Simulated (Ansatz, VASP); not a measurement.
## One calculation of GaN, two programs

POSCAR

```
GaN
1.0
    3.1623546985      0.0000000000      0.0000000000
   -1.5811773493      2.7386795047      0.0000000000
    0.0000000000      0.0000000000      5.1498429716
Ga N
2 2
Direct
    0.3333333333      0.6666666667     -0.0008663485
    0.6666666667      0.3333333333      0.4991336515
    0.3333333333      0.6666666667      0.3758663485
    0.6666666667      0.3333333333      0.8758663485
```

INCAR.step1

```
SYSTEM = GaN
PREC = Accurate
ENCUT = 910
ISMEAR = 0
SIGMA = 0.01
LREAL = .False.
LASPH = .True.
NELM = 120
NBANDS = 26
GGA = PE
ALGO = Normal
EDIFF = 1E-5
LWAVE = .True.
LCHARG = .False.
GGA_COMPAT = .False.
```

The input INCAR.step2:

```
SYSTEM = GaN
PREC = Accurate
ENCUT = 910
EDIFF = 1E-6
ISMEAR = 0
SIGMA = 0.01
LREAL = .False.
LASPH = .True.
NELM = 120
ALGO = Normal
ISIF = 2
LWAVE = .False.
LCHARG = .False.
METAGGA = R2SCAN
LMIXTAU = .True.
NBANDS = 26
ISTART = 1
GGA_COMPAT = .False.
```

KPOINTS

```
regular mesh
0
Gamma
  8 8 4
  0 0 0
```

Input for Ansatz:

```yaml
crystal:
  lattice:
    - [3.16235469853, 0.0, 0.0]
    - [-1.58117734926, 2.7386795047, 0.0]
    - [0.0, 0.0, 5.14984297162]
  atoms:
    - { symbol: Ga, position: [0.333333333333, 0.666666666667, -0.000866348484] }
    - { symbol: Ga, position: [0.666666666667, 0.333333333333, 0.499133651516] }
    - { symbol: "N", position: [0.333333333333, 0.666666666667, 0.375866348484] }
    - { symbol: "N", position: [0.666666666667, 0.333333333333, 0.875866348484] }
kpoints:
  mp_grid: { grid: [8, 8, 4] }
scf:
  occupations: { method: fixed }
  convergence: { dr2_threshold: 1.0e-10 }
hamiltonian:
  xc: r2scan
  pseudopotentials: { kind: paw }
output:
  forces: true
  stress: true
  eigenstates:
    kpoints:
      - [0.0, 0.0, 0.0]
      - [0.0, 0.0, -0.5]
      - [-0.5, 0.0, 0.0]
      - [-0.5, 0.5, 0.0]
      - [0.0, -0.5, 0.0]
      - [-0.5, 0.0, -0.5]
      - [-0.5, 0.5, -0.5]
      - [0.0, -0.5, -0.5]
  eigenvalues: true
```

Alike in both runs: task single point; functional r2SCAN; k mesh 8 × 8 × 4; no spin polarisation.

```csv
,VASP,Ansatz
version,VASP 6.6.1,Ansatz 0.2.0
potentials or method,"VASP PAW PBE potentials, release 64 (Ga_d, N_h)","PAW with Ansatz's default frozen-core files, scalar-relativistic"
plane-wave cutoff (eV),910,500
occupations,"gaussian, width 0.01 eV",fixed
valence electrons in the cell,36,36
```

Ansatz gave:

```
gap on the k mesh at the Fermi level (eV) : 2.49
```

**Question.** Which values does VASP return?

**Answer.** gap on the k mesh at the Fermi level (eV): 2.48.

VASP's potentials were made for PBE, not for r2SCAN.

Noted on VASP's run: the cutoff is short for stress, so the pressure is rough.
